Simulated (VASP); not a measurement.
# FeO (Pm-3m) in VASP: a series of runs

The runs below take FeO through single point, with PBE.

Everything below comes from runs of VASP 6.6.1. Logs are shortened: lines on timing, memory, paths and dates and some standing lists are left out, and cuts for length are marked.

### 1 The cell of the first run

It takes space group Pm-3m (No. 221, cubic). Conventional cell: a = 2.612 Å, b = 2.612 Å, c = 2.612 Å, α = 90.00°, β = 90.00°, γ = 90.00°. Within 3.0 Å of Fe (site symmetry m-3m) lie 8 O at 2.26 Å and 6 Fe at 2.61 Å. Within 3.0 Å of O (site symmetry m-3m) lie 8 Fe at 2.26 Å and 6 O at 2.61 Å.

### 2 Single point, PBE, collinear spin, ferromagnetic start

The input, INCAR:

```
SYSTEM = FeO
PREC = Accurate
ENCUT = 520
EDIFF = 1E-6
ISMEAR = -1
SIGMA = 0.05
LREAL = .FALSE.
LASPH = .TRUE.
NELM = 150
ALGO = Normal
ISIF = 2
LWAVE = .FALSE.
LCHARG = .FALSE.
ISPIN = 2
MAGMOM = 3 0
LORBIT = 11
LMAXMIX = 4
GGA = PE
NBANDS = 18
```

The input, KPOINTS:

```
regular mesh
0
G
  10 10 10
  0 0 0
```

The input, POSCAR:

```
FeO
1.0
    2.6124696300      0.0000000000      0.0000000000
    0.0000000000      2.6124696300      0.0000000000
    0.0000000000      0.0000000000      2.6124696300
Fe O
1 1
Direct
    0.0000000000      0.0000000000      0.0000000000
    0.5000000000      0.5000000000      0.5000000000
```

Potentials or basis: VASP PAW PBE potentials, release 64 (Fe, O).

The run is started by

```bash
$ cat potpaw_PBE.64/Fe/POTCAR potpaw_PBE.64/O/POTCAR > POTCAR
$ mpirun -np 1 vasp_std > vasp.out
```

OUTCAR:

```text
SYSTEM = FeO
   PREC = Accurate
   ENCUT = 520
   EDIFF = 1E-6
   ISMEAR = -1
   LREAL = .FALSE.
   LASPH = .TRUE.
   NELM = 150
   ISIF = 2
   ISPIN = 2
   LORBIT = 11
   GGA = PE

 ion  position               nearest neighbor table
   1  0.000  0.000  0.000-   2 2.26   2 2.26   2 2.26   2 2.26   2 2.26   2 2.26   2 2.26   2 2.26

   2  0.500  0.500  0.500-   1 2.26   1 2.26   1 2.26   1 2.26   1 2.26   1 2.26   1 2.26   1 2.26

  LATTYP: Found a simple cubic cell.
 ALAT       =     2.6124696300

  Lattice vectors:

 A1 = (   2.6124696300,   0.0000000000,   0.0000000000)
 A2 = (   0.0000000000,   2.6124696300,   0.0000000000)
 A3 = (   0.0000000000,   0.0000000000,   2.6124696300)

Analysis of symmetry for initial positions (statically):
=====================================================================
 Subroutine PRICEL returns:
 Original cell was already a primitive cell.

 Routine SETGRP: Setting up the symmetry group for a
 simple cubic supercell.

 Subroutine GETGRP returns: Found 48 space group operations
 (whereof 48 operations were pure point group operations)
 out of a pool of 48 trial point group operations.

The static configuration has the point symmetry O_h .

Analysis of symmetry for dynamics (positions and initial velocities):
=====================================================================
 Subroutine PRICEL returns:
 Original cell was already a primitive cell.

 Routine SETGRP: Setting up the symmetry group for a
 simple cubic supercell.

 Subroutine GETGRP returns: Found 48 space group operations
 (whereof 48 operations were pure point group operations)
 out of a pool of 48 trial point group operations.

The dynamic configuration has the point symmetry O_h .

Analysis of structural, dynamic, and magnetic symmetry:
=====================================================================
 Subroutine PRICEL returns:
 Original cell was already a primitive cell.

 Routine SETGRP: Setting up the symmetry group for a
 simple cubic supercell.

 Subroutine GETGRP returns: Found 48 space group operations
 (whereof 48 operations were pure point group operations)
 out of a pool of 48 trial point group operations.

The overall configuration has the point symmetry O_h .

 Subroutine INISYM returns: Found 48 space group operations
 (whereof 48 operations are pure point group operations),
 and found     1 'primitive' translations

----------------------------------------------------------------------------------------

                                     Primitive cell

  volume of cell :      17.8301

  direct lattice vectors                    reciprocal lattice vectors
     2.612469630  0.000000000  0.000000000     0.382779569  0.000000000  0.000000000
     0.000000000  2.612469630  0.000000000     0.000000000  0.382779569  0.000000000
     0.000000000  0.000000000  2.612469630     0.000000000  0.000000000  0.382779569

  length of vectors
     2.612469630  2.612469630  2.612469630     0.382779569  0.382779569  0.382779569

  position of ions in fractional coordinates (direct lattice)
     0.000000000  0.000000000  0.000000000
     0.500000000  0.500000000  0.500000000

  ion indices of the primitive-cell ions
   primitive index   ion index
                 1           1
                 2           2

----------------------------------------------------------------------------------------

 KPOINTS: regular mesh

Automatic generation of k-mesh.
 Grid dimensions read from file:
 generate k-points for:   10   10   10

 Generating k-lattice:

  Cartesian coordinates                     Fractional coordinates (reciprocal lattice)
     0.038277957  0.000000000  0.000000000     0.100000000  0.000000000  0.000000000
     0.000000000  0.038277957  0.000000000     0.000000000  0.100000000  0.000000000
     0.000000000  0.000000000  0.038277957     0.000000000  0.000000000  0.100000000

  Length of vectors
     0.038277957  0.038277957  0.038277957

  Shift w.r.t. Gamma in fractional coordinates (k-lattice)
     0.000000000  0.000000000  0.000000000

 Subroutine IBZKPT returns following result:
 ===========================================

 Found     56 irreducible k-points:

 Following reciprocal coordinates:
            Coordinates               Weight
  0.000000  0.000000  0.000000      1.000000
  0.100000  0.000000  0.000000      6.000000
  0.200000  0.000000  0.000000      6.000000
  0.300000  0.000000  0.000000      6.000000
  0.400000  0.000000  0.000000      6.000000
  0.500000  0.000000  0.000000      3.000000
[... 16 lines left out ...]
  0.200000  0.100000  0.100000     24.000000
  0.300000  0.100000  0.100000     24.000000
 [... further k-points ...]
   k-points           NKPTS =     56   k-points in BZ     NKDIM =     56   number of bands    NBANDS=     18
   number of dos      NEDOS =    301   number of ions     NIONS =      2
   total plane-waves  NPLWV =   8000
   dimension x,y,z NGX =    20 NGY =   20 NGZ =   20
   dimension x,y,z NGXF=    40 NGYF=   40 NGZF=   40
   ions per type =               1   1
   NGX,Y,Z   is equivalent  to a cutoff of  12.73, 12.73, 12.73 a.u.
   NGXF,Y,Z  is equivalent  to a cutoff of  25.45, 25.45, 25.45 a.u.
 SYSTEM =  FeO
   PREC   = accura    normal or accurate (medium, high low for compatibility)
   ISTART =      0    job   : 0-new  1-cont  2-samecut
   ICHARG =      2    charge: 1-file 2-atom 10-const
   ISPIN  =      2    spin polarized calculation?
   LNONCOLLINEAR =      F non collinear calculations
   LSORBIT =      F    spin-orbit coupling
   LASPH  =      T    aspherical Exc in radial PAW
   ENCUT  =  520.0 eV  38.22 Ry    6.18 a.u.   4.86  4.86  4.86*2*pi/ulx,y,z
   NELM   =    150;   NELMIN=  2; NELMDL= -5     # of ELM steps
   EDIFF  = 0.1E-05   stopping-criterion for ELM
   LREAL  =      F    real-space projection
[... 7 lines left out ...]
   TEBEG  =    0.0;   TEEND  =   0.0 temperature during run
   PSTRESS=    0.0 pullay stress
   NELECT =      14.0000    total number of electrons
   NUPDOWN=      -1.0000    fix difference up-down
   EMIN   =  10.00;   EMAX   =-10.00  energy-range for DOS
   EFERMI =   0.00;   METHOD = LEGACY
   ISMEAR =    -1;   SIGMA  =   0.05  broadening in eV -4-tet -1-fermi 0-gaus
   EFERMI_NEDOS =   21; number of points for ismear=-14 and -15
   IALGO  =     38    algorithm
   IMIX   =      4    mixing-type and parameters
     AMIX     =   0.40;   BMIX     =  1.00
     AMIX_MAG =   1.60;   BMIX_MAG =  1.00
  volume/ion in A,a.u.               =       8.92        60.16
  Fermi-wavevector in a.u.,A,eV,Ry     =   1.510311  2.854073 31.035406  2.281038
  Thomas-Fermi vector in A             =   2.620517
   LORBIT       =     11    0 simple, 1 ext, 2 COOP (PROOUT), +10 PAW based schemes
   GGA     = PE    functional components
   LHFCALC =     F    Hartree Fock is set to
   AEXX    =    0.0000 exact exchange contribution
   IVDW    =     0    specifies the selected vdW correction
   LEPSILON=     F    determine dielectric tensor
   LRPA    =     F    only Hartree local field effects (RPA)
 spin polarized calculation
  energy-cutoff  :      520.00
  volume of cell :       17.83
 maximum number of plane-waves:       500
 NGX is ok and might be reduce to    20
   NGX =  9   NGY =  9   NGZ =  9

 number of electron      13.9999999 magnetization       3.9975386

 Free energy of the ion-electron system (eV)
  ---------------------------------------------------
  ext. energy  EPLUGINS =         0.00000000
  ---------------------------------------------------
  free energy    TOTEN  =       -14.35915661 eV

  energy without entropy =      -14.35712262  energy(sigma->0) =      -14.35813961

 E-fermi :   6.6512     XC(G=0): -12.9352

 val. band max:        6.6417181509   @ k =   0.2000   0.2000   0.0000
 cond. band min:       6.7364218456   @ k =   0.5000   0.3000   0.3000
 fundamental gap:      0.0947036947
 Fermi energy:         6.6511998048

 spin component 1

 k-point     1 :       0.0000    0.0000    0.0000
  band No.  band energies     occupation
      1     -13.8593      1.00000
      2       2.0365      1.00000
      3       2.0365      1.00000
      4       3.7620      1.00000
      5       3.7620      1.00000
      6       3.7620      1.00000
[... 10 lines left out ...]
     17      37.8702      0.00000
     18      37.8702      0.00000

 k-point     2 :       0.1000    0.0000    0.0000
  band No.  band energies     occupation
      1     -13.7537      1.00000
      2       1.7270      1.00000
      3       2.0715      1.00000
      4       3.2509      1.00000
      5       3.2509      1.00000
      6       3.4758      1.00000
[... 10 lines left out ...]
     17      36.5100      0.00000
     18      36.5100      0.00000
[... 442 lines left out ...]
 k-point    24 :       0.3000    0.1000    0.1000
  band No.  band energies     occupation
      1     -12.9106      1.00000
      2      -0.6012      1.00000
      3       1.7020      1.00000
      4       2.2072      1.00000
      5       2.6554      1.00000
      6       3.9291      1.00000
[... 10 lines left out ...]
     17      33.4758      0.00000
     18      36.3805      0.00000

 [... further k-points ...]

 spin component 2

 k-point     1 :       0.0000    0.0000    0.0000
  band No.  band energies     occupation
      1     -13.2337      1.00000
      2       4.4647      1.00000
      3       4.4647      1.00000
      4       4.4647      1.00000
      5       4.5264      1.00000
      6       4.5275      1.00000
[... 10 lines left out ...]
     17      38.3140      0.00000
     18      38.3140      0.00000

 k-point     2 :       0.1000    0.0000    0.0000
  band No.  band energies     occupation
      1     -13.1260      1.00000
      2       3.2044      1.00000
      3       4.3845      1.00000
      4       4.3846      1.00000
      5       4.5752      1.00000
      6       5.2347      1.00000
[... 10 lines left out ...]
     17      37.1292      0.00000
     18      37.1293      0.00000
[... 442 lines left out ...]
 k-point    24 :       0.3000    0.1000    0.1000
  band No.  band energies     occupation
      1     -12.2605      1.00000
      2       0.2408      1.00000
      3       3.3662      1.00000
      4       3.6094      1.00000
      5       5.2910      1.00000
      6       6.9868      0.00122
[... 10 lines left out ...]
     17      34.3342      0.00000
     18      37.2109      0.00000

 [... further k-points ...]
[... 5 lines left out ...]
  --------------------------------------------------------------------------------------
  -------------------------------------------------------------------------------------
  Total        1.0328337      1.0328337      1.0328337      0.0000000     -0.0000000      0.0000000
  in kB       92.8083855     92.8083855     92.8083855      0.0000000     -0.0000000      0.0000000
  external PRESSURE =      92.8083855 kB  Pullay stress =       0.0000000 kB

 VOLUME and BASIS-vectors are now :
 -----------------------------------------------------------------------------
  energy-cutoff  :      520.00
  volume of cell :       17.83
      direct lattice vectors                 reciprocal lattice vectors
     2.612469630  0.000000000  0.000000000     0.382779569  0.000000000  0.000000000
     0.000000000  2.612469630  0.000000000     0.000000000  0.382779569  0.000000000
     0.000000000  0.000000000  2.612469630     0.000000000  0.000000000  0.382779569

 POSITION                                       TOTAL-FORCE (eV/Angst)
 -----------------------------------------------------------------------------------
      0.00000      0.00000      0.00000         0.000000      0.000000      0.000000
      1.30623      1.30623      1.30623         0.000000      0.000000      0.000000
 -----------------------------------------------------------------------------------
    total drift:                                0.000000      0.000000      0.000000

  FREE ENERGIE OF THE ION-ELECTRON SYSTEM (eV)
  ---------------------------------------------------
  free  energy   TOTEN  =       -14.3591566077 eV

  energy  without entropy=      -14.3571226180  energy(sigma->0) =      -14.35813961

 total charge

# of ion       s       p       d       tot
------------------------------------------
    1        0.303   0.377   6.129   6.809
    2        1.570   3.408   0.000   4.978
--------------------------------------------------
tot          1.873   3.785   6.129  11.787

 magnetization (x)

# of ion       s       p       d       tot
------------------------------------------
    1        0.010   0.020   3.498   3.527
    2        0.029   0.345   0.000   0.375
--------------------------------------------------
tot          0.039   0.365   3.498   3.902
```

Wall time 14 s (1 thread of Intel Xeon 6975P-C (Granite Rapids), shared host); peak memory 0.14 GiB.

Results:

| Quantity | Value |
| --- | --- |
| Free energy | -14.3592 eV |
| Pressure | 9.3 GPa |
| Band gap on the k mesh | zero (filled and empty bands overlap) |
| Net moment | 4.00 μB per cell |
| Site moments | Fe +3.53; O +0.38 μB |
| Valence electrons inside the program's atomic spheres | Fe 6.81; O 4.98 |

Caveat: a cell with one magnetic atom can't hold antiferromagnetic order, which such compounds often take; semilocal functionals often make such compounds metallic where correlation or magnetic order opens a gap, which also shifts bond lengths.

### 3 Single point, PBE, collinear spin, ferromagnetic start

The input, INCAR:

```
PREC = Accurate ; ENCUT = 520
EDIFF = 1E-6 ; ISMEAR = -1
SIGMA = 0.05 ; LREAL = F
LASPH = T ; NELM = 150
ALGO = Normal ; ISIF = 2
LWAVE = F ; LCHARG = F
ISPIN = 2 ; MAGMOM = 3 0
LORBIT = 11 ; LMAXMIX = 4
GGA = PE ; NBANDS = 18
```

The input, KPOINTS:

```
Automatic mesh
0
Gamma
  10 10 10
```

POSCAR is that of step 2.

Potentials or basis: VASP PAW PBE potentials, release 64 (Fe, O).

The run is started by

```bash
$ cat potpaw_PBE.64/Fe/POTCAR potpaw_PBE.64/O/POTCAR > POTCAR
$ mpirun -np 1 vasp_std > vasp.out
```

Wall time 14 s (1 thread of Intel Xeon 6975P-C (Granite Rapids), shared host); peak memory 0.14 GiB.

The run converged. Its results:

```
Free energy                                           : -14.3592 eV
Pressure                                              : 9.3 GPa
Band gap on the k mesh                                : zero (filled and empty bands overlap)
Net moment                                            : 4.00 μB per cell
Site moments                                          : Fe +3.53; O +0.38 μB
Valence electrons inside the program's atomic spheres : Fe 6.81; O 4.98
```

Levels at points of the mesh, in eV from the Fermi level:
Spin up:
| k point | band 7 | band 8 | band 9 | band 10 | band 11 | band 12 |
| --- | --- | --- | --- | --- | --- | --- |
| (0.00, 0.00, 0.00) | -2.54 | -2.54 | -2.54 | 0.77 | 15.36 | 15.36 |
| (0.50, 0.00, 0.00) | -1.55 | -0.23 | -0.23 | 6.08 | 8.31 | 15.92 |
| (0.50, 0.50, 0.00) | -3.19 | -1.96 | -1.51 | 6.02 | 11.17 | 11.17 |
| (0.50, 0.50, 0.50) | -0.18 | -0.18 | -0.18 | 6.68 | 6.68 | 6.68 |
Spin down:
| k point | band 1 | band 2 | band 3 | band 4 | band 5 | band 6 | band 7 | band 8 | band 9 | band 10 |
| --- | --- | --- | --- | --- | --- | --- | --- | --- | --- | --- |
| (0.00, 0.00, 0.00) | -19.88 | -2.19 | -2.19 | -2.19 | -2.12 | -2.12 | 1.59 | 1.59 | 1.59 | 1.79 |
| (0.50, 0.00, 0.00) | -18.54 | -8.17 | -2.92 | -2.92 | -1.59 | 1.35 | 1.71 | 2.61 | 2.61 | 6.85 |
| (0.50, 0.50, 0.00) | -17.87 | -5.82 | -5.82 | -1.66 | -1.25 | 0.39 | 0.70 | 0.70 | 1.73 | 7.77 |
| (0.50, 0.50, 0.50) | -16.84 | -6.31 | -6.31 | -6.31 | 1.78 | 1.78 | 3.00 | 3.00 | 3.00 | 7.42 |

Caveat: a cell with one magnetic atom can't hold antiferromagnetic order, which such compounds often take; semilocal functionals often make such compounds metallic where correlation or magnetic order opens a gap, which also shifts bond lengths. With open d or f shells a metallic result of PBE can be an artefact of self-interaction; +U or a hybrid may open a gap.

### 4 Single point, PBE, collinear spin, ferromagnetic start

This run uses another cell than the first one, of 9.09 Å³/atom, 1.020 times its volume.

The input, INCAR:

```
ALGO = Normal
EDIFF = 1E-6
ENCUT = 520
GGA = PE
ISIF = 2
ISMEAR = -1
ISPIN = 2
LASPH = T
LCHARG = T
LELF = T
LMAXMIX = 4
LORBIT = 11
LREAL = F
LVHAR = T
LWAVE = F
MAGMOM = 3 0
NBANDS = 18
NELM = 150
PREC = Accurate
SIGMA = 0.05
```

The input, KPOINTS:

```
k-points
0
Gamma
  10 10 10
```

The input, POSCAR:

```
FeO
1.0
    2.6297712576      0.0000000000      0.0000000000
    0.0000000000      2.6297712576      0.0000000000
    0.0000000000      0.0000000000      2.6297712576
Fe O
1 1
Direct
    0.0000000000      0.0000000000      0.0000000000
    0.5000000000      0.5000000000      0.5000000000
```

The run is started by

```bash
$ cat potpaw_PBE.64/Fe/POTCAR potpaw_PBE.64/O/POTCAR > POTCAR
$ mpirun -np 1 vasp_std > vasp.out
```

It took 14 s on 1 thread of Intel Xeon 6975P-C (Granite Rapids), shared host; peak memory 0.15 GiB.

Results (log left out):

```
Free energy                                           : -14.3751 eV
Pressure                                              : 4.7 GPa
Band gap on the k mesh                                : zero (filled and empty bands overlap)
Net moment                                            : 4.00 μB per cell
Site moments                                          : Fe +3.53; O +0.37 μB
Valence electrons inside the program's atomic spheres : Fe 6.78; O 4.97
```

Levels at points of the mesh, in eV from the Fermi level:
Spin up:
| k point | band 5 | band 6 | band 7 | band 8 | band 9 | band 10 | band 11 | band 12 | band 13 | band 14 |
| --- | --- | --- | --- | --- | --- | --- | --- | --- | --- | --- |
| (0.00, 0.00, 0.00) | -2.83 | -2.83 | -2.56 | -2.56 | -2.56 | 0.61 | 15.22 | 15.22 | 19.81 | 19.81 |
| (0.50, 0.00, 0.00) | -4.19 | -2.48 | -1.58 | -0.27 | -0.27 | 5.93 | 8.10 | 15.87 | 17.45 | 17.45 |
| (0.50, 0.50, 0.00) | -3.28 | -3.19 | -3.19 | -1.92 | -1.55 | 5.87 | 10.97 | 10.97 | 16.38 | 24.04 |
| (0.50, 0.50, 0.50) | -1.51 | -1.51 | -0.24 | -0.24 | -0.24 | 6.61 | 6.61 | 6.61 | 15.10 | 21.29 |
Spin down:
| k point | band 1 | band 2 | band 3 | band 4 | band 5 | band 6 | band 7 | band 8 | band 9 | band 10 |
| --- | --- | --- | --- | --- | --- | --- | --- | --- | --- | --- |
| (0.00, 0.00, 0.00) | -19.72 | -2.14 | -2.14 | -2.14 | -2.06 | -2.06 | 1.56 | 1.56 | 1.57 | 1.63 |
| (0.50, 0.00, 0.00) | -18.43 | -8.01 | -2.85 | -2.85 | -1.54 | 1.31 | 1.68 | 2.55 | 2.55 | 6.69 |
| (0.50, 0.50, 0.00) | -17.77 | -5.70 | -5.70 | -1.62 | -1.22 | 0.37 | 0.71 | 0.71 | 1.68 | 7.61 |
| (0.50, 0.50, 0.50) | -16.79 | -6.15 | -6.15 | -6.15 | 1.73 | 1.73 | 2.93 | 2.93 | 2.93 | 7.35 |

Caveat: a cell with one magnetic atom can't hold antiferromagnetic order, which such compounds often take; semilocal functionals often make such compounds metallic where correlation or magnetic order opens a gap, which also shifts bond lengths.

[end of part 1 of 2]
